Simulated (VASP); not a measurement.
# ZnS (R3m) in VASP: single point with HSE06

Aim: the single point of ZnS with HSE06.

Everything below comes from runs of VASP 6.6.1. Logs are shortened: lines on timing, memory, paths and dates and some standing lists are left out, and cuts for length are marked.

**1. The cell of the first run**

It takes space group R3m (No. 160, trigonal). The conventional cell has a = 3.810 Å, b = 3.810 Å, c = 9.831 Å, α = 90.00°, β = 90.00°, γ = 120.00°. Within 3.1 Å of Zn (site symmetry 3m) lie 4 S at 2.36 to 2.42 Å. Within 3.1 Å of S (site symmetry 3m) lie 4 Zn at 2.36 to 2.42 Å.

**2. Single point, HSE06 (strain along [111] +5.3%)**

POSCAR

```
ZnS
1.0
    0.0959094557      2.7899952900      2.7899952900
    2.7899952900      0.0959094557      2.7899952900
    2.7899952900      2.7899952900      0.0959094557
Zn S
1 1
Direct
    0.0021574035      0.0021574035      0.0021574035
    0.2478425965      0.2478425965      0.2478425965
```

INCAR.step1

```
SYSTEM = ZnS
ALGO = Normal
EDIFF = 1E-5
ENCUT = 520
GGA = PE
ISIF = 2
ISMEAR = 0
LASPH = .True.
LCHARG = .False.
LREAL = .False.
LWAVE = .True.
NBANDS = 16
NELM = 60
PREC = Accurate
SIGMA = 0.01
```

INCAR.step2

```
SYSTEM = ZnS
ALGO = Normal
EDIFF = 1E-7
ENCUT = 520
GGA = PE
HFSCREEN = 0.2079
ISIF = 2
ISMEAR = 0
ISTART = 1
LASPH = .True.
LCHARG = .False.
LHFCALC = .True.
LREAL = .False.
LWAVE = .False.
NBANDS = 16
NELM = 60
PREC = Accurate
PRECFOCK = Normal
SIGMA = 0.01
```

KPOINTS

```
k-points
0
Gamma
  6 6 6
  0 0 0
```

Potentials or basis: VASP PAW PBE potentials, release 64 (Zn, S).

Run with:

```
> cat potpaw_PBE.64/Zn/POTCAR potpaw_PBE.64/S/POTCAR > POTCAR
> cp INCAR.step1 INCAR
> mpirun -np 1 vasp_std > vasp.out
> cp INCAR.step2 INCAR
> mpirun -np 1 vasp_std > vasp.out
```

OUTCAR:

```text
SYSTEM = ZnS
   EDIFF = 1E-7
   ENCUT = 520
   GGA = PE
   HFSCREEN = 0.2079
   ISIF = 2
   ISMEAR = 0
   ISTART = 1
   LASPH = .True.
   LHFCALC = .True.
   LREAL = .False.
   NELM = 60
   PREC = Accurate
   PRECFOCK = Normal

 ion  position               nearest neighbor table
   1  0.002  0.002  0.002-   2 2.36   2 2.36   2 2.36   2 2.42
   2  0.248  0.248  0.248-   1 2.36   1 2.36   1 2.36   1 2.42

  LATTYP: Found a trigonal (rhomboedric) cell.
 ALAT       =     3.9468146726
 COS(alpha) =     0.5340606510

  Lattice vectors:

 A1 = (   0.0959094557,   2.7899952900,   2.7899952900)
 A2 = (   2.7899952900,   0.0959094557,   2.7899952900)
 A3 = (   2.7899952900,   2.7899952900,   0.0959094557)

Analysis of symmetry for initial positions (statically):
=====================================================================
 Subroutine PRICEL returns:
 Original cell was already a primitive cell.

 Routine SETGRP: Setting up the symmetry group for a
 trigonal (rhombohedral) supercell.

 Subroutine GETGRP returns: Found  6 space group operations
 (whereof  6 operations were pure point group operations)
 out of a pool of 12 trial point group operations.

The static configuration has the point symmetry C_3v.

Analysis of symmetry for dynamics (positions and initial velocities):
=====================================================================
 Subroutine PRICEL returns:
 Original cell was already a primitive cell.

 Routine SETGRP: Setting up the symmetry group for a
 trigonal (rhombohedral) supercell.

 Subroutine GETGRP returns: Found  6 space group operations
 (whereof  6 operations were pure point group operations)
 out of a pool of 12 trial point group operations.

The dynamic configuration has the point symmetry C_3v.

 Subroutine INISYM returns: Found  6 space group operations
 (whereof  6 operations are pure point group operations),
 and found     1 'primitive' translations

----------------------------------------------------------------------------------------

                                     Primitive cell

  volume of cell :      41.1962

  direct lattice vectors                    reciprocal lattice vectors
     0.095909456  2.789995290  2.789995290    -0.188727778  0.182455645  0.182455645
     2.789995290  0.095909456  2.789995290     0.182455645 -0.188727778  0.182455645
     2.789995290  2.789995290  0.095909456     0.182455645  0.182455645 -0.188727778

  length of vectors
     3.946814673  3.946814673  3.946814673     0.319684686  0.319684686  0.319684686

  position of ions in fractional coordinates (direct lattice)
     0.002157404  0.002157404  0.002157404
     0.247842597  0.247842597  0.247842597

  ion indices of the primitive-cell ions
   primitive index   ion index
                 1           1
                 2           2

----------------------------------------------------------------------------------------

 KPOINTS: k-points

Automatic generation of k-mesh.
 Grid dimensions read from file:
 generate k-points for:    6    6    6

 Generating k-lattice:

  Cartesian coordinates                     Fractional coordinates (reciprocal lattice)
    -0.031454630  0.030409274  0.030409274     0.166666667  0.000000000  0.000000000
     0.030409274 -0.031454630  0.030409274     0.000000000  0.166666667  0.000000000
     0.030409274  0.030409274 -0.031454630     0.000000000  0.000000000  0.166666667

  Length of vectors
     0.053280781  0.053280781  0.053280781

  Shift w.r.t. Gamma in fractional coordinates (k-lattice)
     0.000000000  0.000000000  0.000000000

 Subroutine IBZKPT returns following result:
 ===========================================

 Found     32 irreducible k-points:

 Following reciprocal coordinates:
            Coordinates               Weight
  0.000000  0.000000  0.000000      1.000000
  0.166667 -0.000000 -0.000000      6.000000
  0.333333  0.000000  0.000000      6.000000
  0.500000 -0.000000 -0.000000      3.000000
  0.166667  0.166667 -0.000000      6.000000
  0.333333  0.166667  0.000000     12.000000
[... 16 lines left out ...]
  0.500000  0.500000  0.166667      6.000000
 -0.333333  0.500000  0.166667     12.000000
 [... further k-points ...]
   k-points           NKPTS =     32   k-points in BZ     NKDIM =    216   number of bands    NBANDS=     16
   number of dos      NEDOS =    301   number of ions     NIONS =      2
   total plane-waves  NPLWV =  27000
   dimension x,y,z NGX =    30 NGY =   30 NGZ =   30
   dimension x,y,z NGXF=    60 NGYF=   60 NGZF=   60
   ions per type =               1   1
   NGX,Y,Z   is equivalent  to a cutoff of  12.64, 12.64, 12.64 a.u.
   NGXF,Y,Z  is equivalent  to a cutoff of  25.27, 25.27, 25.27 a.u.
 SYSTEM =  ZnS
   PREC   = accura    normal or accurate (medium, high low for compatibility)
   ISTART =      1    job   : 0-new  1-cont  2-samecut
   ICHARG =      0    charge: 1-file 2-atom 10-const
   ISPIN  =      1    spin polarized calculation?
   LNONCOLLINEAR =      F non collinear calculations
   LSORBIT =      F    spin-orbit coupling
   LASPH  =      T    aspherical Exc in radial PAW
   ENCUT  =  520.0 eV  38.22 Ry    6.18 a.u.   7.34  7.34  7.34*2*pi/ulx,y,z
   NELM   =     60;   NELMIN=  2; NELMDL=  0     # of ELM steps
   EDIFF  = 0.1E-06   stopping-criterion for ELM
   LREAL  =      F    real-space projection
   EDIFFG = 0.1E-05   stopping-criterion for IOM
   NSW    =      0    number of steps for IOM
   IBRION =     -1    ionic relax: 0-MD 1-quasi-New 2-CG
   NFREE  =      0    steps in history (QN), initial steepest desc. (CG)
   ISIF   =      2    stress and relaxation
   ISYM   =      3    0-nonsym 1-usesym 2-fastsym
   POTIM  = 0.5000    time-step for ionic-motion
   TEBEG  =    0.0;   TEEND  =   0.0 temperature during run
   PSTRESS=    0.0 pullay stress
   NELECT =      18.0000    total number of electrons
   NUPDOWN=      -1.0000    fix difference up-down
   EMIN   =  10.00;   EMAX   =-10.00  energy-range for DOS
   EFERMI =   0.00;   METHOD = LEGACY
   ISMEAR =     0;   SIGMA  =   0.01  broadening in eV -4-tet -1-fermi 0-gaus
   EFERMI_NEDOS =   21; number of points for ismear=-14 and -15
   IALGO  =     38    algorithm
   IMIX   =      1    mixing-type and parameters
     AMIX     =   0.40;   BMIX     =  1.00
     AMIX_MAG =   1.60;   BMIX_MAG =  1.00
  volume/ion in A,a.u.               =      20.60       139.00
  Fermi-wavevector in a.u.,A,eV,Ry     =   1.242262  2.347534 20.996707  1.543214
  Thomas-Fermi vector in A             =   2.376624
   LORBIT       =      0    0 simple, 1 ext, 2 COOP (PROOUT), +10 PAW based schemes
   GGA     = PE    functional components
   LHFCALC =     T    Hartree Fock is set to
   PRECFOCK=normal    Normal, Fast or Accurate (Low or Medium for compatibility)
   ENCUT4O =  -1.0   cutoff for four orbital integrals eV
   NKREDX  =     1    reduce k-point grid by
   NKREDY  =     1    reduce k-point grid by
   NKREDZ  =     1    reduce k-point grid by
   AEXX    =    0.2500 exact exchange contribution
   HFSCREEN=    0.2079 screening length (either q_TF or 0.3 A-1)
   HFSCREENC=   0.2079 screening length for correlation (either q_TF or 0.3 A-1)
   ENCUTFOCK=  -1.0 apply spherical cutoff to Coloumb kernel
   IVDW    =     0    specifies the selected vdW correction
   LEPSILON=     F    determine dielectric tensor
   LRPA    =     F    only Hartree local field effects (RPA)
 non-spin polarized calculation
 Gauss-broadening in eV      SIGMA  =   0.01
  energy-cutoff  :      520.00
  volume of cell :       41.20
 maximum number of plane-waves:      1123
 NGX is ok and might be reduce to    30
  NGX = 24; NGY = 24; NGZ = 24

 number of electron      18.0000007 magnetization

 Free energy of the ion-electron system (eV)
  ---------------------------------------------------
  ext. energy  EPLUGINS =         0.00000000
  ---------------------------------------------------
  free energy    TOTEN  =        -8.34297514 eV

  energy without entropy =       -8.34297514  energy(sigma->0) =       -8.34297514

 E-fermi :   1.1810     XC(G=0):  -7.8155

 val. band max:        1.0961582215   @ k =   0.0000   0.0000   0.0000
 cond. band min:       4.0667146849   @ k =   0.0000   0.0000   0.0000
 fundamental gap:      2.9705564634
 Fermi energy:         1.1809676345

 k-point     1 :       0.0000    0.0000    0.0000
  band No.  band energies     occupation
      1     -13.0131      2.00000
      2      -6.7162      2.00000
      3      -6.7108      2.00000
      4      -6.7108      2.00000
      5      -6.3175      2.00000
      6      -6.3175      2.00000
[... 8 lines left out ...]
     15      14.1369      0.00000
     16      14.1369      0.00000

 k-point     2 :       0.1667   -0.0000   -0.0000
  band No.  band energies     occupation
      1     -12.8037      2.00000
      2      -6.6888      2.00000
      3      -6.6811      2.00000
      4      -6.6661      2.00000
      5      -6.3213      2.00000
      6      -6.3176      2.00000
[... 8 lines left out ...]
     15      13.3798      0.00000
     16      14.8631      0.00000

 k-point     3 :       0.3333    0.0000    0.0000
  band No.  band energies     occupation
      1     -12.3360      2.00000
      2      -6.6329      2.00000
      3      -6.6315      2.00000
      4      -6.4440      2.00000
      5      -6.3134      2.00000
      6      -6.3030      2.00000
[... 8 lines left out ...]
     15      14.0062      0.00000
     16      14.2623      0.00000

 k-point     4 :       0.5000   -0.0000   -0.0000
  band No.  band energies     occupation
      1     -12.0713      2.00000
      2      -6.6165      2.00000
      3      -6.6118      2.00000
      4      -6.3042      2.00000
      5      -6.2861      2.00000
      6      -6.0874      2.00000
[... 8 lines left out ...]
     15      15.2859      0.00000
     16      16.3594      0.00000
[... 324 lines left out ...]
 k-point    22 :      -0.1667    0.3333    0.1667
  band No.  band energies     occupation
      1     -12.0242      2.00000
      2      -6.5801      2.00000
      3      -6.5575      2.00000
      4      -6.4289      2.00000
      5      -6.2950      2.00000
      6      -6.1768      2.00000
[... 8 lines left out ...]
     15      16.6750      0.00000
     16      17.2612      0.00000

 k-point    23 :       0.5000    0.5000    0.1667
  band No.  band energies     occupation
      1     -11.9127      2.00000
      2      -6.5861      2.00000
      3      -6.4933      2.00000
      4      -6.4326      2.00000
      5      -6.2761      2.00000
      6      -6.1008      2.00000
[... 8 lines left out ...]
     15      15.8678      0.00000
     16      16.9171      0.00000

 k-point    24 :      -0.3333    0.5000    0.1667
  band No.  band energies     occupation
      1     -11.7998      2.00000
      2      -6.5661      2.00000
      3      -6.4874      2.00000
      4      -6.3942      2.00000
      5      -6.2943      2.00000
      6      -5.9570      2.00000
[... 8 lines left out ...]
     15      16.2395      0.00000
     16      17.1833      0.00000

 [... further k-points ...]
[... 5 lines left out ...]
  --------------------------------------------------------------------------------------
  -------------------------------------------------------------------------------------
  Total       -0.5534450     -0.5534450     -0.5534450     -0.4400744     -0.4400744     -0.4400744
  in kB      -21.5242203    -21.5242203    -21.5242203    -17.1150854    -17.1150854    -17.1150854
  external PRESSURE =     -21.5242203 kB  Pullay stress =       0.0000000 kB

 VOLUME and BASIS-vectors are now :
 -----------------------------------------------------------------------------
  energy-cutoff  :      520.00
  volume of cell :       41.20
      direct lattice vectors                 reciprocal lattice vectors
     0.095909456  2.789995290  2.789995290    -0.188727778  0.182455645  0.182455645
     2.789995290  0.095909456  2.789995290     0.182455645 -0.188727778  0.182455645
     2.789995290  2.789995290  0.095909456     0.182455645  0.182455645 -0.188727778

 POSITION                                       TOTAL-FORCE (eV/Angst)
 -----------------------------------------------------------------------------------
      0.01225      0.01225      0.01225         0.011788      0.011788      0.011788
      1.40673      1.40673      1.40673        -0.011788     -0.011788     -0.011788
 -----------------------------------------------------------------------------------
    total drift:                               -0.000184     -0.000185     -0.000148

  FREE ENERGIE OF THE ION-ELECTRON SYSTEM (eV)
  ---------------------------------------------------
  free  energy   TOTEN  =        -8.3429751392 eV

  energy  without entropy=       -8.3429751392  energy(sigma->0) =       -8.34297514
```

It took 2.7 h on 1 thread of Oxide Virtual Turin-like, shared host; peak memory 0.26 GiB.

What came out:

| Property | Result |
| --- | --- |
| Free energy | -8.3430 eV |
| Pressure | -2.2 GPa |
| Largest force | 0.020 eV/Å |
| Band gap on the k mesh | 2.97 eV |

Forces on the atoms (eV/Å):
```
Zn   0.012  0.012  0.012
S   -0.012 -0.012 -0.012
```

Caveat: the cell differs from its parent crystal (strain along [111] +5.3%); the PAW data sets were made with another functional, which shifts forces and pressure a little.
